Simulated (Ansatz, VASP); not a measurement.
## BaS in VASP and in Ansatz

POSCAR

```
BaS
1.0
    0.0000000000      3.2119099263      3.0445694192
    3.2119099263      0.0000000000      3.0445694192
    3.2119099263      3.2119099263      0.0000000000
Ba S
1 1
Direct
    0.0000000000      0.0000000000      0.0000000000
    0.5000000000      0.5000000000      0.5000000000
```

INCAR.step1

```
PREC = Accurate
ENCUT = 520
ISMEAR = 0
SIGMA = 0.01
LREAL = F
LASPH = T
NELM = 80
NBANDS = 15
GGA = PE
ALGO = Normal
EDIFF = 1E-4
LWAVE = T
LCHARG = F
```

Contents of INCAR.step2:

```
PREC = Accurate
ENCUT = 520
EDIFF = 1E-7
ISMEAR = 0
SIGMA = 0.01
LREAL = F
LASPH = T
NELM = 80
ALGO = Normal
ISIF = 2
LWAVE = F
LCHARG = F
METAGGA = R2SCAN
LMIXTAU = T
NBANDS = 15
ISTART = 1
```

File KPOINTS:

```
Automatic mesh
0
Gamma
  8 8 8
```

Input for Ansatz:

```yaml
crystal:
  lattice:
    - [0.0, 3.2119099263, 3.0445694192]
    - [3.2119099263, 0.0, 3.0445694192]
    - [3.2119099263, 3.2119099263, 0.0]
  atoms:
    - { symbol: Ba, position: [0.0, 0.0, 0.0] }
    - { symbol: S, position: [0.5, 0.5, 0.5] }
kpoints:
  mp_grid: { grid: [8, 8, 8] }
  band_path:
    path:
      - [0.0, 0.0, 0.0]
      - [0.5, 0.0, 0.5]
      - [0.625, 0.25, 0.625]
      - [0.375, 0.375, 0.75]
      - [0.5, 0.5, 0.5]
      - [0.5, 0.25, 0.75]
      - [0.5, 0.5, 0.0]
    npoints: 1
hamiltonian:
  xc: r2scan
scf:
  occupations: { method: fixed }
  n_extra_bands: 4
output:
  forces: true
  stress: true
  eigenvalues: true
```

Change from the starting cell: uniaxial_z strain -5.2%.

Alike in both runs: task single point; functional r2SCAN; k mesh 8 × 8 × 8; no spin polarisation.

|  | VASP | Ansatz |
| --- | --- | --- |
| version | VASP 6.6.1 | Ansatz 0.2.0 |
| potentials or method | VASP PAW PBE potentials, release 64 (Ba_sv, S) | plane waves, PAW |
| plane-wave cutoff (eV) | 520 | 500 |
| occupations | gaussian, width 0.01 eV | fixed |
| valence electrons in the cell | 16 | 16 |

VASP gave:

* gap on the k mesh at the Fermi level (eV): 2.19
* pressure (GPa): 3.8
* traceless stress, the component that is largest in VASP (GPa): 4.50

Question: What did Ansatz give for the same quantities?

Answer: gap on the k mesh at the Fermi level (eV): 2.30; pressure (GPa): 3.1; traceless stress, the component that is largest in VASP (GPa): 4.15.

VASP's potentials were made for PBE, not for r2SCAN.

Spin-orbit coupling is off throughout.
